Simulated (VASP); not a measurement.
A run of VASP 6.6.1 is set up as follows.

The input INCAR:

```
SYSTEM = Ni
PREC     = Accurate       ! precision mode
ENCUT    = 520            ! plane-wave cutoff, eV
EDIFF    = 1E-6           ! SCF threshold, eV
ISMEAR   = 0              ! smearing method
SIGMA    = 0.05           ! smearing width, eV
LREAL    = .False.        ! projectors in reciprocal space
LASPH    = .True.         ! aspherical terms in the spheres
NELM     = 150            ! most SCF steps
ALGO     = Fast           ! electronic algorithm
ISIF     = 2              ! what is computed and relaxed
LWAVE    = .False.        ! write WAVECAR
LCHARG   = .False.        ! write CHGCAR
ISPIN    = 2              ! spin polarisation
MAGMOM   = 0.8 -0.8       ! initial moments
LORBIT   = 11             ! projections on sites
LMAXMIX  = 4              ! l up to which the mixer works
GGA      = PE             ! functional
NBANDS   = 21             ! bands
```

Contents of KPOINTS:

```
Automatic mesh
0
Gamma
  20 20 10
  0 0 0
```

The input POSCAR:

```
Ni
1.0
    0.0000000000      1.7591346716      1.7591346716
    3.5182693432      1.7591346716      1.7591346716
    3.5182693432      3.5182693432      0.0000000000
Ni
2
Direct
    0.0000000000      0.0000000000      0.0000000000
    0.0000000000      0.0000000000      0.5000000000
```

Potentials or basis: VASP PAW PBE potentials, release 64 (Ni).

Launch:

```sh
$ cat potpaw_PBE.64/Ni/POTCAR > POTCAR
$ mpirun -np 1 vasp_std > vasp.out
```

Problem. What does it give for the pressure?

Solution. -1.0 GPa.

Problem. Predict the band gap on the k mesh.

Solution. Zero (filled and empty bands overlap).

Stress tensor (GPa, compression positive):
```
-1.26  0.00  0.00
 0.00 -0.88  0.00
 0.00  0.00 -0.88
```
